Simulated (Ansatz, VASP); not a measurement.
## One calculation of BeZn2Te3, two programs

```
CELL_PARAMETERS angstrom
5.73192 0.00000 0.00000
-2.86596 4.96399 0.00000
0.00000 0.00000 4.55044
ATOMIC_POSITIONS crystal
Be 0.00000 0.00000 0.00000
Zn 0.33333 0.66667 0.00000
Zn 0.66667 0.33333 0.00000
Te 0.50000 0.50000 0.50000
Te 0.00000 0.50000 0.50000
Te 0.50000 0.00000 0.50000
```

Change from the starting cell: species swapped into the CeGa3Pd2 type (P6/mmm, No. 191).

Alike in both runs: task relaxation of cell and atoms; functional PBE; k mesh 6 × 6 × 4; occupations gaussian, width 0.1 eV; no spin polarisation.

```csv
,VASP,Ansatz
version,VASP 6.6.1,Ansatz 0.2.0
potentials or method,"VASP PAW PBE potentials, release 64 (Be, Zn, Te), cutoff 600 eV","scalar-relativistic, plane waves, PAW"
valence electrons in the cell,44,74
```

```csv
,VASP,Ansatz,Ansatz less VASP
"gap on the k mesh at the Fermi level, each at its own relaxed structure (eV)",none,none,-
relaxed volume (Å³/atom),28.38,28.19,-0.190
relaxed length of the cell vector where the two differ most in proportion (Å),6.745,6.716,-0.0291
```

A gap of «none» marks a metal or a gap that the smearing closes. VASP's potentials hold 44 valence electrons a cell and Ansatz's 74, so a difference there can come from the potentials and not from the codes.

Spin-orbit coupling is off throughout. Noted on VASP's run: the volume moved by over 15 % at a fixed basis, so the end points are rough.
